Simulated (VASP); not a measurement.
# Au: single point with r2SCAN

Crystal: Au.

```
Au
1.0
    -1.57441    1.57441    1.61584
     1.57441   -1.57441    1.61584
     1.57441    1.57441   -1.61584
Au
1
Direct
  0.00000 0.00000 0.00000
```

This cell differs from its parent crystal: strain -0.050 along x and y, -0.025 along z.

```json
{
 "Program": "VASP 6.6.1",
 "Task": "single point",
 "Functional": "r2SCAN",
 "Potentials or basis": "VASP PAW PBE potentials, release 64 (Au)",
 "Cutoff": "520 eV",
 "k mesh": "20 × 20 × 20",
 "Occupations": "gaussian, width 0.15 eV",
 "Spin": "no spin polarisation",
 "Dipole correction": "no",
 "Further INCAR settings": "ALGO = Normal; EDIFF = 1e-07; NBANDS = 12"
}
```

The pressure is 19.2 GPa.

Levels at points of the mesh, in eV from the Fermi level:
| k point | band 2 | band 3 | band 4 | band 5 | band 6 | band 7 | band 8 | band 9 | band 10 | band 11 |
| --- | --- | --- | --- | --- | --- | --- | --- | --- | --- | --- |
| (0.00, 0.00, 0.00) | -5.64 | -5.64 | -5.45 | -3.50 | -3.28 | 17.04 | 17.54 | 17.54 | 25.78 | 26.81 |
| (0.50, 0.00, 0.00) | -6.75 | -3.65 | -3.16 | -1.58 | -0.87 | 3.98 | 13.21 | 15.19 | 24.05 | 24.11 |
| (0.50, 0.50, 0.00) | -6.96 | -3.39 | -3.08 | -1.54 | -0.71 | 4.22 | 12.85 | 14.54 | 23.18 | 23.76 |
| (0.50, 0.50, 0.50) | -7.80 | -2.06 | -1.99 | -1.99 | 6.14 | 6.95 | 6.95 | 10.90 | 17.17 | 17.72 |

It took 4.8 min on 1 thread of Intel(R) Xeon(R) 6975P-C (Granite Rapids) (shared host), peak memory 0.23 GiB.

Caveat: the cell differs from its parent crystal (strain -0.050 along x and y, -0.025 along z); the PAW data sets were made with another functional, which shifts forces and pressure a little; spin-orbit coupling is left out, which moves the levels of the heavy elements.
